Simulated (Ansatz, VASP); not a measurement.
**One calculation of Si2W, two programs**

The input INCAR:

```
SYSTEM = Si2W
  ALGO = Normal
  EDIFF = 1E-6
  ENCUT = 520
  GGA = PE
  ISIF = 2
  ISMEAR = 0
  LASPH = .True.
  LCHARG = .True.
  LELF = .True.
  LREAL = .False.
  LVHAR = .True.
  LWAVE = .False.
  NBANDS = 43
  NELM = 100
  PREC = Accurate
  SIGMA = 0.03
```

Contents of KPOINTS:

```
k-points
0
Gamma
  9 9 6
  0 0 0
```

Contents of POSCAR:

```
Si2W
1.0
    4.5428566490      0.0000000000      0.0000000000
   -2.2714283245      3.9342292638      0.0000000000
    0.0000000000      0.0000000000      6.8578963974
Si W
6 3
Direct
    0.8175753463      0.6351506926      0.5000000000
    0.1824246537      0.8175753463      0.8333333333
    0.6351506926      0.8175753463      0.1666666667
    0.1824246537      0.3648493074      0.5000000000
    0.8175753463      0.1824246537      0.8333333333
    0.3648493074      0.1824246537      0.1666666667
    0.0000000000      0.5000000000      0.1666666667
    0.5000000000      0.5000000000      0.8333333333
    0.5000000000      0.0000000000      0.5000000000
```

Input for Ansatz:

```yaml
crystal:
  lattice:
    - [4.542856649, 0.0, 0.0]
    - [-2.2714283245, 3.9342292638, 0.0]
    - [0.0, 0.0, 6.8578963974]
  atoms:
    - { symbol: Si, position: [0.8175753463, 0.6351506926, 0.5] }
    - { symbol: Si, position: [0.1824246537, 0.8175753463, 0.8333333333] }
    - { symbol: Si, position: [0.6351506926, 0.8175753463, 0.1666666667] }
    - { symbol: Si, position: [0.1824246537, 0.3648493074, 0.5] }
    - { symbol: Si, position: [0.8175753463, 0.1824246537, 0.8333333333] }
    - { symbol: Si, position: [0.3648493074, 0.1824246537, 0.1666666667] }
    - { symbol: W, position: [0.0, 0.5, 0.1666666667] }
    - { symbol: W, position: [0.5, 0.5, 0.8333333333] }
    - { symbol: W, position: [0.5, 0.0, 0.5] }
basis:
  ecutwfc: 420
kpoints:
  mp_grid: { grid: [9, 9, 6] }
hamiltonian:
  xc: pbe
  pseudopotentials: { kind: paw, azcp: { folder: soft_1 } }
scf:
  occupations: { method: gaussian, width: 0.03 }
output:
  forces: true
  stress: true
  eigenvalues: true
```

Alike in both runs: task single point; functional PBE; k mesh 9 × 9 × 6; occupations gaussian, width 0.03 eV; no spin polarisation.

|  | VASP | Ansatz |
| --- | --- | --- |
| version | VASP 6.6.1 | Ansatz 0.2.0 |
| potentials or method | VASP PAW PBE potentials, release 64 (Si, W_sv), cutoff 520 eV | scalar-relativistic, plane waves, PAW |
| valence electrons in the cell | 66 | 66 |

VASP gave:

- gap on the k mesh at the Fermi level (eV): 0.39
- least direct gap on the mesh (eV): 0.78
- pressure (GPa): 3.8
- traceless stress, the component that is largest in VASP (GPa): -8.34
- rms of the force components (eV/Å): 1.112

Question: What did Ansatz give for the same quantities?

Answer: gap on the k mesh at the Fermi level (eV): 0.40; least direct gap on the mesh (eV): 0.79; pressure (GPa): 3.8; traceless stress, the component that is largest in VASP (GPa): -8.37; rms of the force components (eV/Å): 1.112.

Atom by atom the forces differ by 0.000 eV/Å (rms over components).

Neither program's run includes spin-orbit coupling.
